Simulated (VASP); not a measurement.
# GaP (I-4m2) in VASP: further runs

The runs below take GaP through electric field gradients, with LDA.

Program: VASP 6.6.1. These are calculated values, not measurements. Logs are shortened: lines on timing, memory, paths and dates and some standing lists are left out, and cuts for length are marked.

**1. The cell of the first run**

It takes space group I-4m2 (No. 119, tetragonal). Conventional cell: a = 3.738 Å, b = 3.738 Å, c = 5.450 Å, α = 90.00°, β = 90.00°, γ = 90.00°. Within 3.1 Å of Ga (site symmetry -4m2) lie 4 P at 2.31 Å. Within 3.1 Å of P (site symmetry -4m2) lie 4 Ga at 2.31 Å.

**2. Electric field gradients, LDA (equal xx and yy strain of -3 %)**

INCAR

```
SYSTEM = GaP
  ALGO = Normal
  EDIFF = 1E-8
  ENCUT = 520
  GGA = CA
  ISIF = 2
  ISMEAR = -1
  LASPH = .TRUE.
  LCHARG = .FALSE.
  LEFG = .TRUE.
  LREAL = .FALSE.
  LWAVE = .FALSE.
  NBANDS = 16
  NELM = 100
  PREC = Accurate
  SIGMA = 0.05
```

KPOINTS

```
k-points
0
G
  10 10 10
  0 0 0
```

POSCAR

```
GaP
1.0
    0.0000000000      2.6434925000      2.7252500000
    2.6434925000      0.0000000000      2.7252500000
    2.6434925000      2.6434925000      0.0000000000
Ga P
1 1
Direct
    0.0000000000      0.0000000000      0.0000000000
    0.7500000000      0.7500000000      0.7500000000
```

Potentials or basis: VASP PAW LDA potentials, release 64 (Ga_d, P).

Run with:

```bash
> cat potpaw_LDA.64/Ga_d/POTCAR potpaw_LDA.64/P/POTCAR > POTCAR
> mpirun -np 1 vasp_std > vasp.out
```

OUTCAR:

```text
SYSTEM = GaP
   EDIFF = 1E-8
   ENCUT = 520
   GGA = CA
   ISIF = 2
   ISMEAR = -1
   LASPH = .TRUE.
   LREAL = .FALSE.
   NELM = 100
   PREC = Accurate

 ion  position               nearest neighbor table
   1  0.000  0.000  0.000-   2 2.31   2 2.31   2 2.31   2 2.31
   2  0.750  0.750  0.750-   1 2.31   1 2.31   1 2.31   1 2.31

  LATTYP: Found a body centered tetragonal cell.
 ALAT       =     3.7384629455
 C/A-ratio  =     1.4579521262

  Lattice vectors:

 A1 = (  -2.6434925000,   0.0000000000,   2.7252500000)
 A2 = (   2.6434925000,   0.0000000000,   2.7252500000)
 A3 = (   0.0000000000,   2.6434925000,  -2.7252500000)

Analysis of symmetry for initial positions (statically):
=====================================================================
 Subroutine PRICEL returns:
 Original cell was already a primitive cell.

 Routine SETGRP: Setting up the symmetry group for a
 body centered tetragonal supercell.

 Subroutine GETGRP returns: Found  8 space group operations
 (whereof  8 operations were pure point group operations)
 out of a pool of 16 trial point group operations.

The static configuration has the point symmetry D_2d.

Analysis of symmetry for dynamics (positions and initial velocities):
=====================================================================
 Subroutine PRICEL returns:
 Original cell was already a primitive cell.

 Routine SETGRP: Setting up the symmetry group for a
 body centered tetragonal supercell.

 Subroutine GETGRP returns: Found  8 space group operations
 (whereof  8 operations were pure point group operations)
 out of a pool of 16 trial point group operations.

The dynamic configuration has the point symmetry D_2d.

 Subroutine INISYM returns: Found  8 space group operations
 (whereof  8 operations are pure point group operations),
 and found     1 'primitive' translations

----------------------------------------------------------------------------------------

                                     Primitive cell

  volume of cell :      38.0884

  direct lattice vectors                    reciprocal lattice vectors
[... 122 lines left out ...]
   NGX = 15   NGY = 15   NGZ = 13

 number of electron      17.9999989 magnetization

 Free energy of the ion-electron system (eV)
  ---------------------------------------------------
  ext. energy  EPLUGINS =         0.00000000
  ---------------------------------------------------
  free energy    TOTEN  =       -10.43724587 eV

  energy without entropy =      -10.43724581  energy(sigma->0) =      -10.43724584

 E-fermi :   5.7968     XC(G=0): -10.4392

 val. band max:        5.2157789899   @ k =   0.0000   0.0000   0.0000
 cond. band min:       6.4125812297   @ k =   0.4000   0.0000   0.4000
 fundamental gap:      1.1968022397
 Fermi energy:         5.7967753473

 k-point     1 :       0.0000    0.0000    0.0000
  band No.  band energies     occupation
      1      -9.6775      2.00000
      2      -9.6685      2.00000
      3      -9.6685      2.00000
      4      -9.5550      2.00000
      5      -9.5533      2.00000
      6      -7.8292      2.00000
[... 433 lines left out ...]
      3      -9.6105      2.00000
      4      -9.5806      2.00000
      5      -9.5376      2.00000
      6      -5.7403      2.00000
[... 8 lines left out ...]
     15      17.1971      0.00000
     16      19.1056      0.00000

 [... further k-points ...]

------------------------ aborting loop because EDIFF is reached ----------------------------------------

  FORCE on cell =-STRESS in cart. coord.  units (eV):
  Direction    XX          YY          ZZ          XY          YZ          ZX
  --------------------------------------------------------------------------------------
  -------------------------------------------------------------------------------------
  Total        0.8648954      0.8648954      0.2637102      0.0000000      0.0000000      0.0000000
  in kB       36.3815876     36.3815876     11.0928978      0.0000000      0.0000000      0.0000000
  external PRESSURE =      27.9520244 kB  Pullay stress =       0.0000000 kB

 VOLUME and BASIS-vectors are now :
 -----------------------------------------------------------------------------
  energy-cutoff  :      520.00
  volume of cell :       38.09
      direct lattice vectors                 reciprocal lattice vectors
     0.000000000  2.643492500  2.725250000    -0.189143718  0.189143718  0.183469406
     2.643492500  0.000000000  2.725250000     0.189143718 -0.189143718  0.183469406
     2.643492500  2.643492500  0.000000000     0.189143718  0.189143718 -0.183469406

 POSITION                                       TOTAL-FORCE (eV/Angst)
 -----------------------------------------------------------------------------------
      0.00000      0.00000      0.00000        -0.000000     -0.000000     -0.000000
      3.96524      3.96524      4.08788         0.000000      0.000000      0.000000
 -----------------------------------------------------------------------------------
    total drift:                               -0.000000     -0.000000     -0.000001

  FREE ENERGIE OF THE ION-ELECTRON SYSTEM (eV)
  ---------------------------------------------------
  free  energy   TOTEN  =       -10.4372458696 eV

  energy  without entropy=      -10.4372458077  energy(sigma->0) =      -10.43724584

 Electric field gradients (V/A^2)
---------------------------------------------------------------------
 ion       V_xx      V_yy      V_zz      V_xy      V_xz      V_yz
---------------------------------------------------------------------
   1       2.595     2.595    -5.189    -0.003    -0.000    -0.000
   2      -1.979    -1.979     3.957    -0.000     0.000     0.000
---------------------------------------------------------------------

 Electric field gradients after diagonalization (V/A^2)
 (convention: |V_zz| > |V_xx| > |V_yy|)
----------------------------------------------------------------------
 ion       V_xx      V_yy      V_zz     asymmetry (V_yy - V_xx)/ V_zz
----------------------------------------------------------------------
   1       2.597     2.592    -5.189       0.001
   2      -1.979    -1.979     3.957       0.000
----------------------------------------------------------------------

           NMR quadrupolar parameters

 Cq : quadrupolar parameter    Cq=e*Q*V_zz/h
 eta: asymmetry parameters     (V_yy - V_xx)/ V_zz
 Q  : nuclear electric quadrupole moment in mb (millibarn)
----------------------------------------------------------------------
 ion       Cq(MHz)       eta       Q (mb)
----------------------------------------------------------------------
   1      -0.013       0.001       1.000
   2       0.010       0.000       1.000
----------------------------------------------------------------------
```

OSZICAR:

```text
N       E                     dE             d eps       ncg     rms          rms(c)
DAV:   1     0.798411481208E+02    0.79841E+02   -0.90401E+03  3376   0.165E+03
DAV:   2    -0.446139090558E+01   -0.84303E+02   -0.80280E+02  3712   0.312E+02
DAV:   3    -0.106832660438E+02   -0.62219E+01   -0.62004E+01  4008   0.664E+01
DAV:   4    -0.107828405496E+02   -0.99575E-01   -0.99537E-01  4192   0.898E+00
DAV:   5    -0.107847362408E+02   -0.18957E-02   -0.18955E-02  4152   0.110E+00    0.464E+00
DAV:   6    -0.104958190689E+02    0.28892E+00   -0.37111E-01  5152   0.110E+01    0.301E+00
DAV:   7    -0.104419163843E+02    0.53903E-01   -0.96243E-02  4560   0.223E+00    0.111E+00
DAV:   8    -0.104372953125E+02    0.46211E-02   -0.12168E-02  3808   0.123E+00    0.235E-01
DAV:   9    -0.104372455574E+02    0.49755E-04   -0.10557E-03  4832   0.409E-01    0.635E-02
DAV:  10    -0.104372402486E+02    0.53088E-05   -0.56225E-05  5000   0.952E-02    0.255E-02
DAV:  11    -0.104372461760E+02   -0.59274E-05   -0.99889E-06  4216   0.449E-02    0.902E-03
DAV:  12    -0.104372459109E+02    0.26507E-06   -0.56014E-07  4336   0.799E-03    0.613E-03
DAV:  13    -0.104372458703E+02    0.40646E-07   -0.24232E-07  4368   0.475E-03    0.972E-04
DAV:  14    -0.104372458696E+02    0.62255E-09   -0.12392E-08  3088   0.112E-03
   1 F= -.10437246E+02 E0= -.10437246E+02  d E =-.619772E-07
```

Run time: 92 s. Hardware: 1 thread of Intel Xeon 8259CL, shared host; peak memory 0.18 GiB.

Results:

```yaml
Free_energy: -10.4372 eV
Pressure: 2.8 GPa
Band_gap_on_the_k_mesh: 1.20 eV (least direct gap 2.08 eV)
Largest_electric_field_gradient_by_atom: Ga -5.2; P +4.0 V/Å²
```

Electric field gradients, principal values (V/Å²):
```tsv
atom	least	middle	greatest (by size)
1 Ga	2.592	2.597	-5.189
2 P	-1.979	-1.979	3.957
```

Caveat: the cell differs from its parent crystal (equal xx and yy strain of -3 %); without QUAD_EFG the Cq values of the log hold for a quadrupole moment of 1 mb, not for the nuclei. A k mesh can miss the band edges.

**3. Electric field gradients, LDA (equal xx and yy strain of -3 %)**

INCAR

```
  PREC = Accurate
  ENCUT = 520
  EDIFF = 1E-8
  ISMEAR = -1
  SIGMA = 0.05
  LREAL = F
  LASPH = T
  NELM = 60
  ALGO = Normal
  ISIF = 2
  LWAVE = F
  LCHARG = F
  LEFG = T
  NBANDS = 16
```

KPOINTS

```
Automatic mesh
0
Gamma
  10 10 10
```

POSCAR is that of step 2.

Potentials or basis: VASP PAW LDA potentials, release 64 (Ga_d, P).

Run with:

```bash
> cat potpaw_LDA.64/Ga_d/POTCAR potpaw_LDA.64/P/POTCAR > POTCAR
> mpirun -np 1 vasp_std > vasp.out
```

OUTCAR:

```text
PREC = Accurate
   ENCUT = 520
   EDIFF = 1E-8
   ISMEAR = -1
   LREAL = F
   LASPH = T
   NELM = 60
   ISIF = 2

 ion  position               nearest neighbor table
   1  0.000  0.000  0.000-   2 2.31   2 2.31   2 2.31   2 2.31
   2  0.750  0.750  0.750-   1 2.31   1 2.31   1 2.31   1 2.31

  LATTYP: Found a body centered tetragonal cell.
 ALAT       =     3.7384629455
 C/A-ratio  =     1.4579521262

  Lattice vectors:

 A1 = (  -2.6434925000,   0.0000000000,   2.7252500000)
 A2 = (   2.6434925000,   0.0000000000,   2.7252500000)
[... 668 lines left out ...]
  free  energy   TOTEN  =       -10.4372458696 eV

  energy  without entropy=      -10.4372458077  energy(sigma->0) =      -10.43724584

 Electric field gradients (V/A^2)
---------------------------------------------------------------------
 ion       V_xx      V_yy      V_zz      V_xy      V_xz      V_yz
---------------------------------------------------------------------
   1       2.595     2.595    -5.189    -0.003    -0.000    -0.000
   2      -1.979    -1.979     3.957    -0.000     0.000     0.000
---------------------------------------------------------------------

 Electric field gradients after diagonalization (V/A^2)
 (convention: |V_zz| > |V_xx| > |V_yy|)
----------------------------------------------------------------------
 ion       V_xx      V_yy      V_zz     asymmetry (V_yy - V_xx)/ V_zz
----------------------------------------------------------------------
   1       2.597     2.592    -5.189       0.001
   2      -1.979    -1.979     3.957       0.000
----------------------------------------------------------------------

           NMR quadrupolar parameters

 Cq : quadrupolar parameter    Cq=e*Q*V_zz/h
 eta: asymmetry parameters     (V_yy - V_xx)/ V_zz
 Q  : nuclear electric quadrupole moment in mb (millibarn)
----------------------------------------------------------------------
 ion       Cq(MHz)       eta       Q (mb)
----------------------------------------------------------------------
   1      -0.013       0.001       1.000
   2       0.010       0.000       1.000
----------------------------------------------------------------------
```

OSZICAR:

```text
N       E                     dE             d eps       ncg     rms          rms(c)
DAV:   1     0.798411481208E+02    0.79841E+02   -0.90401E+03  3376   0.165E+03
DAV:   2    -0.446139090558E+01   -0.84303E+02   -0.80280E+02  3712   0.312E+02
DAV:   3    -0.106832660438E+02   -0.62219E+01   -0.62004E+01  4008   0.664E+01
DAV:   4    -0.107828405496E+02   -0.99575E-01   -0.99537E-01  4192   0.898E+00
DAV:   5    -0.107847362408E+02   -0.18957E-02   -0.18955E-02  4152   0.110E+00    0.464E+00
DAV:   6    -0.104958190689E+02    0.28892E+00   -0.37111E-01  5152   0.110E+01    0.301E+00
DAV:   7    -0.104419163843E+02    0.53903E-01   -0.96243E-02  4560   0.223E+00    0.111E+00
DAV:   8    -0.104372953125E+02    0.46211E-02   -0.12168E-02  3808   0.123E+00    0.235E-01
DAV:   9    -0.104372455574E+02    0.49755E-04   -0.10557E-03  4832   0.409E-01    0.635E-02
DAV:  10    -0.104372402486E+02    0.53088E-05   -0.56225E-05  5000   0.952E-02    0.255E-02
DAV:  11    -0.104372461760E+02   -0.59274E-05   -0.99889E-06  4216   0.449E-02    0.902E-03
DAV:  12    -0.104372459109E+02    0.26507E-06   -0.56014E-07  4336   0.799E-03    0.613E-03
DAV:  13    -0.104372458703E+02    0.40646E-07   -0.24232E-07  4368   0.475E-03    0.972E-04
DAV:  14    -0.104372458696E+02    0.62255E-09   -0.12392E-08  3088   0.112E-03
   1 F= -.10437246E+02 E0= -.10437246E+02  d E =-.619772E-07
```

stdout:

```text
POSCAR found type information on POSCAR GaP
 POSCAR found :  2 types and       2 ions
 scaLAPACK will be used
 LDA part: xc-table for (Slater(with rela. corr.)+CA(PZ))
 , standard interpolation
 POSCAR, INCAR and KPOINTS ok, starting setup
 FFT: planning ... GRIDC
 FFT: planning ... GRID_SOFT
 FFT: planning ... GRID
 WAVECAR not read
 entering main loop
ion   1

ion   2
```

Wall time 93 s (1 thread of Intel Xeon 8259CL, shared host); peak memory 0.18 GiB.

What came out:

- Free energy: -10.4372 eV
- Pressure: 2.8 GPa
- Band gap on the k mesh: 1.20 eV (least direct gap 2.08 eV)
- Largest electric field gradient by atom: Ga -5.2; P +4.0 V/Å²

Levels at points of the mesh, in eV from the valence-band top:
```csv
k point,band 7,band 8,band 9,band 10,band 11,band 12
"(0.00, 0.00, 0.00)",-0.19,0.00,0.00,2.08,3.70,3.70
"(0.50, 0.00, 0.00)",-7.13,-1.42,-1.15,1.62,4.45,4.68
"(0.50, 0.50, 0.00)",-7.34,-2.84,-2.84,1.46,1.76,10.87
"(0.50, 0.00, 0.50)",-7.12,-3.07,-3.05,1.23,1.46,10.75
```

Electric field gradients, principal values (V/Å²):
| atom | least | middle | greatest (by size) |
| --- | --- | --- | --- |
| 1 Ga | 2.592 | 2.597 | -5.189 |
| 2 P | -1.979 | -1.979 | 3.957 |

Caveat: the cell differs from its parent crystal (equal xx and yy strain of -3 %); without QUAD_EFG the Cq values of the log hold for a quadrupole moment of 1 mb, not for the nuclei. A k mesh can miss the band edges.

**4. Electric field gradients, LDA (equal xx and yy strain of -1 %)**

INCAR

```
PREC = Accurate ; ENCUT = 520
EDIFF = 1E-8 ; ISMEAR = -1
SIGMA = 0.05 ; LREAL = F
LASPH = T ; NELM = 100
ALGO = Normal ; ISIF = 2
LWAVE = F ; LCHARG = F
LEFG = T ; NBANDS = 16
```

KPOINTS

```
regular mesh
0
Gamma
  10 10 10
```

POSCAR

```
GaP
1.0
    0.0000000000      2.6979975000      2.7252500000
    2.6979975000      0.0000000000      2.7252500000
    2.6979975000      2.6979975000      0.0000000000
Ga P
1 1
Direct
    0.0000000000      0.0000000000      0.0000000000
    0.7500000000      0.7500000000      0.7500000000
```

Potentials or basis: VASP PAW LDA potentials, release 64 (Ga_d, P).

Run with:

```bash
> cat potpaw_LDA.64/Ga_d/POTCAR potpaw_LDA.64/P/POTCAR > POTCAR
> mpirun -np 1 vasp_std > vasp.out
```

OUTCAR:

```text
PREC = Accurate
   ENCUT = 520
   EDIFF = 1E-8
   ISMEAR = -1
   LREAL = F
   LASPH = T
   NELM = 100
   ISIF = 2

 ion  position               nearest neighbor table
   1  0.000  0.000  0.000-   2 2.34   2 2.34   2 2.34   2 2.34
   2  0.750  0.750  0.750-   1 2.34   1 2.34   1 2.34   1 2.34

  LATTYP: Found a body centered tetragonal cell.
 ALAT       =     3.8155446557
 C/A-ratio  =     1.4284985479

  Lattice vectors:

 A1 = (  -2.6979975000,   0.0000000000,   2.7252500000)
 A2 = (   2.6979975000,   0.0000000000,   2.7252500000)
[... 669 lines left out ...]
  free  energy   TOTEN  =       -10.4510798899 eV

  energy  without entropy=      -10.4510798758  energy(sigma->0) =      -10.45107988

 Electric field gradients (V/A^2)
---------------------------------------------------------------------
 ion       V_xx      V_yy      V_zz      V_xy      V_xz      V_yz
---------------------------------------------------------------------
   1       0.868     0.868    -1.735     0.005    -0.003    -0.003
   2      -0.618    -0.618     1.237     0.000    -0.000    -0.000
---------------------------------------------------------------------

 Electric field gradients after diagonalization (V/A^2)
 (convention: |V_zz| > |V_xx| > |V_yy|)
----------------------------------------------------------------------
 ion       V_xx      V_yy      V_zz     asymmetry (V_yy - V_xx)/ V_zz
----------------------------------------------------------------------
   1       0.873     0.862    -1.735       0.006
   2      -0.619    -0.618     1.237       0.001
----------------------------------------------------------------------

           NMR quadrupolar parameters

 Cq : quadrupolar parameter    Cq=e*Q*V_zz/h
 eta: asymmetry parameters     (V_yy - V_xx)/ V_zz
 Q  : nuclear electric quadrupole moment in mb (millibarn)
----------------------------------------------------------------------
 ion       Cq(MHz)       eta       Q (mb)
----------------------------------------------------------------------
   1      -0.004       0.006       1.000
   2       0.003       0.001       1.000
----------------------------------------------------------------------
```

OSZICAR:

```text
N       E                     dE             d eps       ncg     rms          rms(c)
DAV:   1     0.801803543773E+02    0.80180E+02   -0.90671E+03  3408   0.163E+03
DAV:   2    -0.449016829174E+01   -0.84671E+02   -0.80460E+02  3800   0.315E+02
DAV:   3    -0.106775821759E+02   -0.61874E+01   -0.61670E+01  4080   0.654E+01
DAV:   4    -0.107767573594E+02   -0.99175E-01   -0.99155E-01  4136   0.896E+00
DAV:   5    -0.107786658924E+02   -0.19085E-02   -0.19084E-02  4208   0.109E+00    0.442E+00
DAV:   6    -0.105049250746E+02    0.27374E+00   -0.36333E-01  5072   0.105E+01    0.285E+00
DAV:   7    -0.104558442458E+02    0.49081E-01   -0.86342E-02  4544   0.206E+00    0.106E+00
DAV:   8    -0.104511130966E+02    0.47311E-02   -0.11464E-02  3808   0.118E+00    0.200E-01
DAV:   9    -0.104510743598E+02    0.38737E-04   -0.10066E-03  4896   0.409E-01    0.638E-02
DAV:  10    -0.104510739514E+02    0.40843E-06   -0.54050E-05  4776   0.852E-02    0.272E-02
DAV:  11    -0.104510801737E+02   -0.62223E-05   -0.93764E-06  4208   0.451E-02    0.805E-03
DAV:  12    -0.104510799280E+02    0.24568E-06   -0.56178E-07  4192   0.791E-03    0.561E-03
DAV:  13    -0.104510798890E+02    0.38989E-07   -0.23468E-07  4432   0.463E-03    0.912E-04
DAV:  14    -0.104510798899E+02   -0.91950E-09   -0.10318E-08  2880   0.103E-03
   1 F= -.10451080E+02 E0= -.10451080E+02  d E =-.141194E-07
```

stdout:

```text
POSCAR found type information on POSCAR GaP
 POSCAR found :  2 types and       2 ions
 scaLAPACK will be used
 LDA part: xc-table for (Slater(with rela. corr.)+CA(PZ))
 , standard interpolation
 POSCAR, INCAR and KPOINTS ok, starting setup
 FFT: planning ... GRIDC
 FFT: planning ... GRID_SOFT
 FFT: planning ... GRID
 WAVECAR not read
 entering main loop
ion   1

ion   2
```

It took 2 min on 1 thread of Intel Xeon 8259CL, shared host; peak memory 0.19 GiB.

Results:

```
Free energy                             : -10.4511 eV
Pressure                                : -1.0 GPa
Band gap on the k mesh                  : 1.37 eV (least direct gap 1.78 eV)
Largest electric field gradient by atom : Ga -1.7; P +1.2 V/Å²
```

Electric field gradients, principal values (V/Å²):
| atom | least | middle | greatest (by size) |
| --- | --- | --- | --- |
| 1 Ga | 0.862 | 0.873 | -1.735 |
| 2 P | -0.618 | -0.619 | 1.237 |

Caveat: the cell differs from its parent crystal (equal xx and yy strain of -1 %); without QUAD_EFG the Cq values of the log hold for a quadrupole moment of 1 mb, not for the nuclei. A k mesh can miss the band edges.

(Part 1 of 2 ends here.)
